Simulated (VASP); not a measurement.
Input of a VASP 6.6.1 run:

POSCAR

```
Sb
1.0
    3.1387913073      0.0000000000      0.0000000000
    0.0000000000      3.1387913073      0.0000000000
    0.0000000000      0.0000000000      3.1387913073
Sb
1
Direct
    0.0000000000      0.0000000000      0.0000000000
```

Contents of INCAR.step1:

```
SYSTEM = Sb
ALGO = Normal ; EDIFF = 1E-5
ENCUT = 400 ; GGA = PE
GGA_COMPAT = .False. ; ISIF = 2
ISMEAR = -1 ; LASPH = .True.
LREAL = .False. ; LWAVE = .True.
NBANDS = 14 ; NELM = 120
PREC = Accurate ; SIGMA = 0.05
```

File INCAR.step2:

```
SYSTEM = Sb
AEXX = 0.25 ; ALGO = Normal
EDIFF = 1E-6 ; ENCUT = 400
GGA = PE ; GGA_COMPAT = .False.
ISIF = 2 ; ISMEAR = -1
ISTART = 1 ; LASPH = .True.
LCHARG = .True. ; LELF = .True.
LHFCALC = .True. ; LREAL = .False.
LVHAR = .True. ; LWAVE = .False.
NBANDS = 14 ; NELM = 120
PREC = Accurate ; PRECFOCK = Normal
SIGMA = 0.05
```

File KPOINTS:

```
k-points
0
Gamma
  6 6 6
  0 0 0
```

Potentials or basis: VASP PAW PBE potentials, release 64 (Sb_d_GW).

The run is started by

```sh
$ cat potpaw_PBE.64/Sb_d_GW/POTCAR > POTCAR
$ cp INCAR.step1 INCAR
$ mpirun -np 1 vasp_std > vasp.out
$ cp INCAR.step2 INCAR
$ mpirun -np 1 vasp_std > vasp.out
```

(1) What does it give for the pressure?

(2) Estimate the band gap on the k mesh.

Answers

(1) -2.6 GPa.

(2) zero (an odd number of electrons rules out a gap without spin polarisation).

Caveat: the PAW data sets were made with another functional, which shifts forces and pressure a little; spin-orbit coupling is left out, which moves the levels of the heavy elements; an odd number of electrons without spin polarisation forces a metal; a magnetic or distorted state may lie lower.
